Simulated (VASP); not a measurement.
InP, 2 atoms in the cell. It takes space group Fm-3m (No. 225, cubic). Conventional cell: a = 5.491 Å, b = 5.491 Å, c = 5.491 Å, α = 90.00°, β = 90.00°, γ = 90.00°. Within 3.6 Å of In (site symmetry m-3m) lie 6 P at 2.75 Å. P (site symmetry m-3m) has 6 In at 2.75 Å within 3.6 Å. 

```yaml
Program: VASP 6.6.1
Task: single point
Functional: PBEsol
Potentials_or_basis: VASP PAW PBE potentials, release 64 (In_d, P)
Cutoff: 520 eV
k_mesh: 6 × 6 × 6
Occupations: fermi-dirac, width 0.02 eV
Spin: no spin polarisation
Dipole_correction: no
Further_INCAR_settings: ALGO = Normal; EDIFF = 1e-06; NBANDS = 16
```

Potentials or basis: VASP PAW PBE potentials, release 64 (In_d, P).

Command:

```sh
$ cat potpaw_PBE.64/In_d/POTCAR potpaw_PBE.64/P/POTCAR > POTCAR
$ mpirun -np 1 vasp_std > vasp.out
```

Hardware: 1 thread of Intel Xeon 8259CL, with other jobs on the host.

Question: Estimate the wall time of this run.

Answer: Wall time 18 s on 1 thread of Intel Xeon 8259CL (shared host), peak memory 0.17 GiB. Counts: scf iterations 12, k points 16.
